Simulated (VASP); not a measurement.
Write the native input for VASP 6.6.1 that does the following.

```yaml
Task: single point
Functional: LDA
Potentials_or_basis: VASP PAW LDA potentials, release 64 (Pd)
Cutoff: 520 eV
k_mesh: 14 × 14 × 14
Occupations: fermi-dirac, width 0.01 eV
Spin: no spin polarisation
Dipole_correction: no
Further_INCAR_settings: ALGO = Normal; EDIFF = 1e-06; NBANDS = 11
```

The structure of Pd lies in POSCAR:

```
Pd
1.0
    0.0000000000      1.9211411165      1.9211411165
    1.9211411165      0.0000000000      1.9211411165
    1.9211411165      1.9211411165      0.0000000000
Pd
1
Direct
    0.0000000000      0.0000000000      0.0000000000
```

The input as run:

INCAR

```
SYSTEM = Pd
PREC     = Accurate       ! precision mode
ENCUT    = 520            ! plane-wave cutoff, eV
EDIFF    = 1E-6           ! SCF threshold, eV
ISMEAR   = -1             ! smearing method
SIGMA    = 0.01           ! smearing width, eV
LREAL    = .False.        ! projectors in reciprocal space
LASPH    = .True.         ! aspherical terms in the spheres
NELM     = 100            ! most SCF steps
ALGO     = Normal         ! electronic algorithm
ISIF     = 2              ! what is computed and relaxed
LWAVE    = .False.        ! write WAVECAR
LCHARG   = .False.        ! write CHGCAR
GGA      = CA             ! functional
NBANDS   = 11             ! bands
```

KPOINTS

```
Automatic mesh
0
Gamma
  14 14 14
  0 0 0
```

Potentials or basis: VASP PAW LDA potentials, release 64 (Pd).

Command:

```sh
$ cat potpaw_LDA.64/Pd/POTCAR > POTCAR
$ mpirun -np 1 vasp_std > vasp.out
```

Results of the run:

```
Pressure               : -0.2 GPa
Band gap on the k mesh : zero (band 5 reaches 10.60 eV, above the bottom of band 6 at 8.90 eV)
```

It took 11 s on 1 thread of Intel(R) Xeon(R) Platinum 8259CL CPU @ 2.50GHz (Skylake/Cascade Lake) (shared host), peak memory 0.13 GiB.
